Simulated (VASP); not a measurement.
A run of VASP 6.6.1 is set up as follows.

The input INCAR:

```
SYSTEM = Rb
  PREC = Accurate
  ENCUT = 520
  EDIFF = 1E-7
  ISMEAR = 0
  SIGMA = 0.15
  LREAL = .FALSE.
  LASPH = .TRUE.
  NELM = 80
  ALGO = Fast
  ISIF = 2
  LWAVE = .FALSE.
  LCHARG = .FALSE.
  GGA = PS
  NBANDS = 10
```

File KPOINTS:

```
Automatic mesh
0
G
  12 12 12
  0 0 0
```

Contents of POSCAR:

```
Rb
1.0
   -2.9182400000      2.9182400000      2.5815200000
    2.9182400000     -2.9182400000      2.5815200000
    2.9182400000      2.9182400000     -2.5815200000
Rb
1
Direct
    0.0000000000      0.0000000000      0.0000000000
```

Potentials or basis: VASP PAW PBE potentials, release 64 (Rb_sv).

Run with:

```console
$ cat potpaw_PBE.64/Rb_sv/POTCAR > POTCAR
$ mpirun -np 1 vasp_std > vasp.out
```

(1) Predict the pressure.

Results:

(1) 0.0 GPa.

Caveat: the cell differs from its parent crystal (strain +0.040 along x and y, -0.080 along z); the PAW data sets were made with another functional, which shifts forces and pressure a little.
